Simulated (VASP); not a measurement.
# Ga (Im-3m) in VASP: a series of runs, part 2 of 3

VASP 6.6.1.

## (3) Single point, revPBE (volume scaled by 0.88)

INCAR reads:

```
  PREC = Accurate
  ENCUT = 520
  EDIFF = 1E-6
  ISMEAR = -1
  SIGMA = 0.1
  LREAL = False
  LASPH = True
  NELM = 80
  ALGO = Normal
  ISIF = 2
  LWAVE = False
  LCHARG = False
  GGA = RE
  NBANDS = 12
```

KPOINTS reads:

```
Automatic mesh
0
Gamma
  15 15 15
```

POSCAR reads:

```
Ga
1.0
   -1.6302915689      1.6302915689      1.6302915689
    1.6302915689     -1.6302915689      1.6302915689
    1.6302915689      1.6302915689     -1.6302915689
Ga
1
Direct
    0.0000000000      0.0000000000      0.0000000000
```

Potentials or basis: VASP PAW PBE potentials, release 64 (Ga_d).

On the command line:

```console
$ cat potpaw_PBE.64/Ga_d/POTCAR > POTCAR
$ mpirun -np 1 vasp_std > vasp.out
```

OUTCAR:

```text
PREC = Accurate
   ENCUT = 520
   EDIFF = 1E-6
   ISMEAR = -1
   LREAL = False
   LASPH = True
   NELM = 80
   ISIF = 2
   GGA = RE

 ion  position               nearest neighbor table
   1  0.000  0.000  0.000-

  LATTYP: Found a body centered cubic cell.
 ALAT       =     3.2605831378

  Lattice vectors:

 A1 = (  -1.6302915689,   1.6302915689,   1.6302915689)
 A2 = (   1.6302915689,  -1.6302915689,   1.6302915689)
 A3 = (   1.6302915689,   1.6302915689,  -1.6302915689)

Analysis of symmetry for initial positions (statically):
=====================================================================
 Subroutine PRICEL returns:
 Original cell was already a primitive cell.

 Routine SETGRP: Setting up the symmetry group for a
 body centered cubic supercell.

 Subroutine GETGRP returns: Found 48 space group operations
 (whereof 48 operations were pure point group operations)
 out of a pool of 48 trial point group operations.

The static configuration has the point symmetry O_h .

Analysis of symmetry for dynamics (positions and initial velocities):
=====================================================================
 Subroutine PRICEL returns:
 Original cell was already a primitive cell.

 Routine SETGRP: Setting up the symmetry group for a
 body centered cubic supercell.

 Subroutine GETGRP returns: Found 48 space group operations
 (whereof 48 operations were pure point group operations)
 out of a pool of 48 trial point group operations.

The dynamic configuration has the point symmetry O_h .

 Subroutine INISYM returns: Found 48 space group operations
 (whereof 48 operations are pure point group operations),
 and found     1 'primitive' translations

----------------------------------------------------------------------------------------

                                     Primitive cell

  volume of cell :      17.3323

  direct lattice vectors                    reciprocal lattice vectors
    -1.630291569  1.630291569  1.630291569     0.000000000  0.306693606  0.306693606
     1.630291569 -1.630291569  1.630291569     0.306693606  0.000000000  0.306693606
     1.630291569  1.630291569 -1.630291569     0.306693606  0.306693606  0.000000000

  length of vectors
     2.823747828  2.823747828  2.823747828     0.433730257  0.433730257  0.433730257

  position of ions in fractional coordinates (direct lattice)
     0.000000000  0.000000000  0.000000000

  ion indices of the primitive-cell ions
   primitive index   ion index
                 1           1

----------------------------------------------------------------------------------------

 KPOINTS: Automatic mesh

Automatic generation of k-mesh.
 Grid dimensions read from file:
 generate k-points for:   15   15   15

 Generating k-lattice:

  Cartesian coordinates                     Fractional coordinates (reciprocal lattice)
     0.000000000  0.020446240  0.020446240     0.066666667  0.000000000  0.000000000
     0.020446240  0.000000000  0.020446240     0.000000000  0.066666667  0.000000000
     0.020446240  0.020446240  0.000000000     0.000000000  0.000000000  0.066666667

  Length of vectors
     0.028915350  0.028915350  0.028915350

  Shift w.r.t. Gamma in fractional coordinates (k-lattice)
     0.000000000  0.000000000  0.000000000

 Subroutine IBZKPT returns following result:
 ===========================================

 Found    120 irreducible k-points:

 Following reciprocal coordinates:
            Coordinates               Weight
  0.000000  0.000000  0.000000      1.000000
  0.066667  0.000000  0.000000     12.000000
  0.133333  0.000000  0.000000     12.000000
  0.200000  0.000000  0.000000     12.000000
  0.266667  0.000000  0.000000     12.000000
  0.333333  0.000000  0.000000     12.000000
[... 16 lines left out ...]
  0.333333  0.200000  0.000000     48.000000
  0.400000  0.200000  0.000000     24.000000
 [... further k-points ...]
   k-points           NKPTS =    120   k-points in BZ     NKDIM =    120   number of bands    NBANDS=     12
   number of dos      NEDOS =    301   number of ions     NIONS =      1
   total plane-waves  NPLWV =  13824
   dimension x,y,z NGX =    24 NGY =   24 NGZ =   24
   dimension x,y,z NGXF=    48 NGYF=   48 NGZF=   48
   ions per type =               1
   NGX,Y,Z   is equivalent  to a cutoff of  14.13, 14.13, 14.13 a.u.
   NGXF,Y,Z  is equivalent  to a cutoff of  28.26, 28.26, 28.26 a.u.
 SYSTEM =  unknown system
   PREC   = accura    normal or accurate (medium, high low for compatibility)
   ISTART =      0    job   : 0-new  1-cont  2-samecut
   ICHARG =      2    charge: 1-file 2-atom 10-const
   ISPIN  =      1    spin polarized calculation?
   LNONCOLLINEAR =      F non collinear calculations
   LSORBIT =      F    spin-orbit coupling
   LASPH  =      T    aspherical Exc in radial PAW
   ENCUT  =  520.0 eV  38.22 Ry    6.18 a.u.   5.25  5.25  5.25*2*pi/ulx,y,z
   NELM   =     80;   NELMIN=  2; NELMDL= -5     # of ELM steps
   EDIFF  = 0.1E-05   stopping-criterion for ELM
   LREAL  =      F    real-space projection
   EDIFFG = 0.1E-04   stopping-criterion for IOM
   NSW    =      0    number of steps for IOM
   IBRION =     -1    ionic relax: 0-MD 1-quasi-New 2-CG
   NFREE  =      0    steps in history (QN), initial steepest desc. (CG)
   ISIF   =      2    stress and relaxation
   ISYM   =      2    0-nonsym 1-usesym 2-fastsym
   POTIM  = 0.5000    time-step for ionic-motion
   TEBEG  =    0.0;   TEEND  =   0.0 temperature during run
   PSTRESS=    0.0 pullay stress
   NELECT =      13.0000    total number of electrons
   NUPDOWN=      -1.0000    fix difference up-down
   EMIN   =  10.00;   EMAX   =-10.00  energy-range for DOS
   EFERMI =   0.00;   METHOD = LEGACY
   ISMEAR =    -1;   SIGMA  =   0.10  broadening in eV -4-tet -1-fermi 0-gaus
   EFERMI_NEDOS =   21; number of points for ismear=-14 and -15
   IALGO  =     38    algorithm
   IMIX   =      4    mixing-type and parameters
     AMIX     =   0.40;   BMIX     =  1.00
     AMIX_MAG =   1.60;   BMIX_MAG =  1.00
  volume/ion in A,a.u.               =      17.33       116.96
  Fermi-wavevector in a.u.,A,eV,Ry     =   1.487433  2.810840 30.102293  2.212456
  Thomas-Fermi vector in A             =   2.600594
   LORBIT       =      0    0 simple, 1 ext, 2 COOP (PROOUT), +10 PAW based schemes
   GGA     = RE    functional components
   LHFCALC =     F    Hartree Fock is set to
   AEXX    =    0.0000 exact exchange contribution
   IVDW    =     0    specifies the selected vdW correction
   LEPSILON=     F    determine dielectric tensor
   LRPA    =     F    only Hartree local field effects (RPA)
 non-spin polarized calculation
  energy-cutoff  :      520.00
  volume of cell :       17.33
 maximum number of plane-waves:       478
 NGX is ok and might be reduce to    24
   NGX = 11   NGY = 11   NGZ = 11

 number of electron      13.0000003 magnetization

 Free energy of the ion-electron system (eV)
  ---------------------------------------------------
  ext. energy  EPLUGINS =         0.00000000
  ---------------------------------------------------
  free energy    TOTEN  =        -2.53596536 eV

  energy without entropy =       -2.52290183  energy(sigma->0) =       -2.52943360

 E-fermi :   6.4962     XC(G=0): -11.3498

 val. band max:        6.4742666954   @ k =  -0.4000   0.4000   0.2000
 cond. band min:       6.6381956887   @ k =   0.2667   0.2667   0.0667
 fundamental gap:      0.1639289933
 Fermi energy:         6.4962092469

 k-point     1 :       0.0000    0.0000    0.0000
  band No.  band energies     occupation
      1      -8.5672      2.00000
      2      -8.5672      2.00000
      3      -8.5672      2.00000
      4      -8.3396      2.00000
      5      -8.3396      2.00000
      6      -5.2304      2.00000
      7      20.1815      0.00000
      8      20.1815      0.00000
      9      20.1815      0.00000
     10      24.5198      0.00000
     11      24.5199      0.00000
     12      24.5206      0.00000

 k-point     2 :       0.0667    0.0000    0.0000
  band No.  band energies     occupation
      1      -8.5718      2.00000
      2      -8.5643      2.00000
      3      -8.5519      2.00000
      4      -8.3442      2.00000
      5      -8.3396      2.00000
      6      -5.1017      2.00000
      7      18.8970      0.00000
      8      19.4888      0.00000
      9      19.9251      0.00000
     10      22.8491      0.00000
     11      23.0186      0.00000
     12      24.1698      0.00000
[... 316 lines left out ...]
 k-point    24 :       0.4000    0.2000    0.0000
  band No.  band energies     occupation
      1      -8.6504      2.00000
      2      -8.5631      2.00000
      3      -8.3819      2.00000
      4      -8.3506      2.00000
      5      -8.2640      2.00000
      6       2.7321      2.00000
      7       3.3149      2.00000
      8       8.8399      0.00000
      9      14.3481      0.00000
     10      21.0649      0.00000
     11      25.2735      0.00000
     12      26.6090      0.00000

 [... further k-points ...]
[... 5 lines left out ...]
  --------------------------------------------------------------------------------------
  -------------------------------------------------------------------------------------
  Total        0.8512667      0.8512667      0.8512667      0.0000000      0.0000000      0.0000000
  in kB       78.6901487     78.6901487     78.6901487      0.0000000      0.0000000      0.0000000
  external PRESSURE =      78.6901487 kB  Pullay stress =       0.0000000 kB

 VOLUME and BASIS-vectors are now :
 -----------------------------------------------------------------------------
  energy-cutoff  :      520.00
  volume of cell :       17.33
      direct lattice vectors                 reciprocal lattice vectors
    -1.630291569  1.630291569  1.630291569     0.000000000  0.306693606  0.306693606
     1.630291569 -1.630291569  1.630291569     0.306693606  0.000000000  0.306693606
     1.630291569  1.630291569 -1.630291569     0.306693606  0.306693606  0.000000000

 POSITION                                       TOTAL-FORCE (eV/Angst)
 -----------------------------------------------------------------------------------
      0.00000      0.00000      0.00000         0.000000      0.000000     -0.000000
 -----------------------------------------------------------------------------------
    total drift:                               -0.000000      0.000000      0.000000

  FREE ENERGIE OF THE ION-ELECTRON SYSTEM (eV)
  ---------------------------------------------------
  free  energy   TOTEN  =        -2.5359653642 eV

  energy  without entropy=       -2.5229018270  energy(sigma->0) =       -2.52943360
```

OSZICAR:

```text
N       E                     dE             d eps       ncg     rms          rms(c)
DAV:   1     0.428251367533E+02    0.42825E+02   -0.65940E+03  3160   0.192E+03
DAV:   2    -0.639391562622E+00   -0.43465E+02   -0.41837E+02  3068   0.258E+02
DAV:   3    -0.255009095215E+01   -0.19107E+01   -0.19071E+01  3260   0.444E+01
DAV:   4    -0.256477664588E+01   -0.14686E-01   -0.14684E-01  3332   0.411E+00
DAV:   5    -0.256493260841E+01   -0.15596E-03   -0.15596E-03  3396   0.407E-01    0.895E-01
DAV:   6    -0.254242857821E+01    0.22504E-01   -0.33551E-02  3520   0.388E+00    0.456E-01
DAV:   7    -0.253660259132E+01    0.58260E-02   -0.70682E-03  4364   0.152E+00    0.118E-01
DAV:   8    -0.253596006073E+01    0.64253E-03   -0.60406E-04  3412   0.450E-01    0.745E-03
DAV:   9    -0.253596423576E+01   -0.41750E-05   -0.67827E-06  4012   0.353E-02    0.349E-03
DAV:  10    -0.253596539499E+01   -0.11592E-05   -0.42627E-07  2256   0.652E-03    0.351E-04
DAV:  11    -0.253596536419E+01    0.30801E-07   -0.45481E-08  1784   0.218E-03
   1 F= -.25359654E+01 E0= -.25294336E+01  d E =-.130635E-01
```

It took 11 s on 1 thread of Intel Xeon Platinum 8375C at 2.90GHz (Ice Lake), shared host; peak memory 0.15 GiB.

What came out:

```
Free energy : -2.5360 eV
Pressure    : 7.9 GPa
```

Levels at points of the mesh, in eV from the Fermi level:
| k point | band 2 | band 3 | band 4 | band 5 | band 6 | band 7 | band 8 | band 9 | band 10 | band 11 |
| --- | --- | --- | --- | --- | --- | --- | --- | --- | --- | --- |
| (0.00, 0.00, 0.00) | -15.06 | -15.06 | -14.84 | -14.84 | -11.73 | 13.69 | 13.69 | 13.69 | 18.02 | 18.02 |

Caveat: the PAW data sets were made with another functional, which shifts forces and pressure a little.

## (4) Single point, revPBE (volume scaled by 0.96)

INCAR reads:

```
SYSTEM = Ga
  ALGO = Normal
  EDIFF = 1E-7
  ENCUT = 520
  GGA = RE
  ISIF = 2
  ISMEAR = -1
  LASPH = .TRUE.
  LCHARG = .FALSE.
  LREAL = .FALSE.
  LWAVE = .FALSE.
  NBANDS = 12
  NELM = 60
  PREC = Accurate
  SIGMA = 0.1
```

KPOINTS reads:

```
k-points
0
G
  15 15 15
  0 0 0
```

POSCAR reads:

```
Ga
1.0
   -1.6782686017      1.6782686017      1.6782686017
    1.6782686017     -1.6782686017      1.6782686017
    1.6782686017      1.6782686017     -1.6782686017
Ga
1
Direct
    0.0000000000      0.0000000000      0.0000000000
```

On the command line:

```console
$ cat potpaw_PBE.64/Ga_d/POTCAR > POTCAR
$ mpirun -np 1 vasp_std > vasp.out
```

It took 11 s on 1 thread of Intel Xeon Platinum 8375C at 2.90GHz (Ice Lake), shared host; peak memory 0.15 GiB.

It converged, with:

| Item | Value |
| --- | --- |
| Free energy | -2.5829 eV |
| Pressure | 2.1 GPa |

Levels at points of the mesh, in eV from the Fermi level:
```
           k point  band 3  band 4  band 5  band 6  band 7  band 8  band 9  band 10
(0.00, 0.00, 0.00)  -14.96  -14.77  -14.77  -11.02   12.60   12.60   12.60    17.13
```

Caveat: the PAW data sets were made with another functional, which shifts forces and pressure a little.

## (5) Single point, revPBE

INCAR reads:

```
ALGO     = Normal         # electronic algorithm
EDIFF    = 1E-6           # SCF threshold, eV
ENCUT    = 520            # plane-wave cutoff, eV
GGA      = RE             # functional
ISIF     = 2              # what is computed and relaxed
ISMEAR   = -1             # smearing method
LASPH    = T              # aspherical terms in the spheres
LCHARG   = T              # write CHGCAR
LELF     = T              # ELF
LREAL    = F              # projectors in reciprocal space
LVHAR    = T            
LWAVE    = F              # write WAVECAR
NBANDS   = 12             # bands
NELM     = 60             # most SCF steps
PREC     = Accurate       # precision mode
SIGMA    = 0.1            # smearing width, eV
```

KPOINTS reads:

```
k-points
0
Gamma
  15 15 15
```

POSCAR reads:

```
Ga
1.0
   -1.7012614398      1.7012614398      1.7012614398
    1.7012614398     -1.7012614398      1.7012614398
    1.7012614398      1.7012614398     -1.7012614398
Ga
1
Direct
    0.0000000000      0.0000000000      0.0000000000
```

On the command line:

```console
$ cat potpaw_PBE.64/Ga_d/POTCAR > POTCAR
$ mpirun -np 1 vasp_std > vasp.out
```

Wall time 12 s (1 thread of Intel Xeon Platinum 8375C at 2.90GHz (Ice Lake), shared host); peak memory 0.15 GiB.

It converged, with:

* Free energy: -2.5882 eV
* Pressure: 0.1 GPa

Levels at points of the mesh, in eV from the Fermi level:
```
           k point  band 4  band 5  band 6  band 7  band 8  band 9
(0.00, 0.00, 0.00)  -14.75  -14.75  -10.71   12.11   12.11   12.11
```

Caveat: the PAW data sets were made with another functional, which shifts forces and pressure a little.

## (6) Single point, revPBE (volume scaled by 1.08)

INCAR reads:

```
  ALGO = Normal
  EDIFF = 1E-6
  ENCUT = 520
  GGA = RE
  ISIF = 2
  ISMEAR = -1
  LASPH = True
  LCHARG = False
  LREAL = False
  LWAVE = False
  NBANDS = 12
  NELM = 60
  PREC = Accurate
  SIGMA = 0.1
```

KPOINTS is that of step 5.

POSCAR reads:

```
Ga
1.0
   -1.7454696846      1.7454696846      1.7454696846
    1.7454696846     -1.7454696846      1.7454696846
    1.7454696846      1.7454696846     -1.7454696846
Ga
1
Direct
    0.0000000000      0.0000000000      0.0000000000
```

Potentials or basis: VASP PAW PBE potentials, release 64 (Ga_d).

On the command line:

```console
$ cat potpaw_PBE.64/Ga_d/POTCAR > POTCAR
$ mpirun -np 1 vasp_std > vasp.out
```

OUTCAR:

```text
EDIFF = 1E-6
   ENCUT = 520
   GGA = RE
   ISIF = 2
   ISMEAR = -1
   LASPH = True
   LREAL = False
   NELM = 60
   PREC = Accurate

 ion  position               nearest neighbor table
   1  0.000  0.000  0.000-

  LATTYP: Found a body centered cubic cell.
 ALAT       =     3.4909393692

  Lattice vectors:

 A1 = (  -1.7454696846,   1.7454696846,   1.7454696846)
 A2 = (   1.7454696846,  -1.7454696846,   1.7454696846)
 A3 = (   1.7454696846,   1.7454696846,  -1.7454696846)

[... 528 lines left out ...]
      4     -10.1324      2.00000
      5     -10.0773      2.00000
      6       0.8026      2.00000
      7       2.2023      2.00000
      8       6.7040      0.00000
      9      11.4804      0.00000
     10      17.3257      0.00000
     11      20.8101      0.00000
     12      22.6173      0.00000

 [... further k-points ...]
[... 5 lines left out ...]
  --------------------------------------------------------------------------------------
  -------------------------------------------------------------------------------------
  Total       -0.3546729     -0.3546729     -0.3546729     -0.0000000      0.0000000      0.0000000
  in kB      -26.7141653    -26.7141653    -26.7141653     -0.0000000      0.0000000      0.0000000
  external PRESSURE =     -26.7141653 kB  Pullay stress =       0.0000000 kB

 VOLUME and BASIS-vectors are now :
 -----------------------------------------------------------------------------
  energy-cutoff  :      520.00
  volume of cell :       21.27
      direct lattice vectors                 reciprocal lattice vectors
    -1.745469685  1.745469685  1.745469685     0.000000000  0.286455849  0.286455849
     1.745469685 -1.745469685  1.745469685     0.286455849  0.000000000  0.286455849
     1.745469685  1.745469685 -1.745469685     0.286455849  0.286455849  0.000000000

 POSITION                                       TOTAL-FORCE (eV/Angst)
 -----------------------------------------------------------------------------------
      0.00000      0.00000      0.00000        -0.000000      0.000000     -0.000000
 -----------------------------------------------------------------------------------
    total drift:                                0.000000      0.000000      0.000000

  FREE ENERGIE OF THE ION-ELECTRON SYSTEM (eV)
  ---------------------------------------------------
  free  energy   TOTEN  =        -2.5748075228 eV

  energy  without entropy=       -2.5591073431  energy(sigma->0) =       -2.56695743
```

OSZICAR:

```text
N       E                     dE             d eps       ncg     rms          rms(c)
DAV:   1     0.462229877361E+02    0.46223E+02   -0.66514E+03  3012   0.181E+03
DAV:   2    -0.114756753297E+00   -0.46338E+02   -0.44681E+02  3024   0.268E+02
DAV:   3    -0.257012666786E+01   -0.24554E+01   -0.24505E+01  3332   0.478E+01
DAV:   4    -0.259318394205E+01   -0.23057E-01   -0.23054E-01  3372   0.501E+00
DAV:   5    -0.259345123961E+01   -0.26730E-03   -0.26729E-03  3400   0.518E-01    0.692E-01
DAV:   6    -0.257876677332E+01    0.14684E-01   -0.23172E-02  3528   0.286E+00    0.374E-01
DAV:   7    -0.257514607722E+01    0.36207E-02   -0.55794E-03  4520   0.117E+00    0.102E-01
DAV:   8    -0.257479925534E+01    0.34682E-03   -0.53115E-04  3552   0.404E-01    0.799E-03
DAV:   9    -0.257480606289E+01   -0.68075E-05   -0.60645E-06  4064   0.313E-02    0.334E-03
DAV:  10    -0.257480762135E+01   -0.15585E-05   -0.65844E-07  2452   0.779E-03    0.335E-04
DAV:  11    -0.257480752277E+01    0.98574E-07   -0.59471E-08  1740   0.243E-03
   1 F= -.25748075E+01 E0= -.25669574E+01  d E =-.157002E-01
```

stdout:

```text
POSCAR found type information on POSCAR Ga
 POSCAR found :  1 types and       1 ions
 scaLAPACK will be used
 -----------------------------------------------------------------------------
|                                                                             |
|                                                                             |
|     You enforced a specific xc type in the INCAR file but a different       |
|     I HOPE YOU KNOW WHAT YOU ARE DOING!                                     |
|                                                                             |
 -----------------------------------------------------------------------------

 LDA part: xc-table for (Slater+PW92), standard interpolation
 POSCAR, INCAR and KPOINTS ok, starting setup
 FFT: planning ... GRIDC
 FFT: planning ... GRID_SOFT
 FFT: planning ... GRID
 WAVECAR not read
 entering main loop
```

Wall time 12 s (1 thread of Intel Xeon Platinum 8375C at 2.90GHz (Ice Lake), shared host); peak memory 0.16 GiB.

What came out:

| Property | Result |
| --- | --- |
| Free energy | -2.5748 eV |
| Pressure | -2.7 GPa |

Caveat: the PAW data sets were made with another functional, which shifts forces and pressure a little.

(Continued in part 3 of 3.)
